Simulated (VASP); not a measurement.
SnO2:

```
Sn O
1.0
     4.73800    0.00000    0.00000
     0.00000    4.73800    0.00000
     0.00000    0.00000    3.18650
Sn O
2 4
Cartesian
  2.3690 2.3690 1.5933
  0.0000 0.0000 0.0000
  3.8240 0.9140 1.5933
  3.2830 3.2830 0.0000
  0.9140 3.8240 1.5933
  1.4550 1.4550 0.0000
```

Base run:

| Item | Value |
| --- | --- |
| Program | VASP 6.6.1 |
| Functional | PBEsol |
| Potentials or basis | VASP PAW PBE potentials, release 64 (Sn_d, O) |
| Cutoff | 520 eV |
| k mesh | 6 × 6 × 8 |
| Occupations | fermi-dirac, width 0.05 eV |
| Spin | no spin polarisation |

Its results: band gap on the k mesh 1.18 eV; pressure 5.4 GPa; largest force 0.229 eV/Å.

After a change of settings the same cell gave: band gap on the k mesh 1.18 eV; pressure 2.8 GPa; largest force 0.227 eV/Å. Which change was it?
A. further incar settings from ALGO = Normal; EDIFF = 1e-06; NBANDS = 35 to ALGO = Normal; EDIFF = 1e-07; NBANDS = 35; dispersion from none to D3(BJ)
B. functional from PBEsol to BLYP; further incar settings from ALGO = Normal; EDIFF = 1e-06; NBANDS = 35 to ALGO = Normal; EDIFF = 1e-07; NBANDS = 35
C. functional from PBEsol to r2SCAN
D. functional from PBEsol to revPBE

A.

Caveats: the PAW data sets were made with another functional, which shifts forces and pressure a little; spin-orbit coupling is left out, which moves the levels of the heavy elements; the cell stands under pressure (at least some runs); three body term missing (at least some runs).
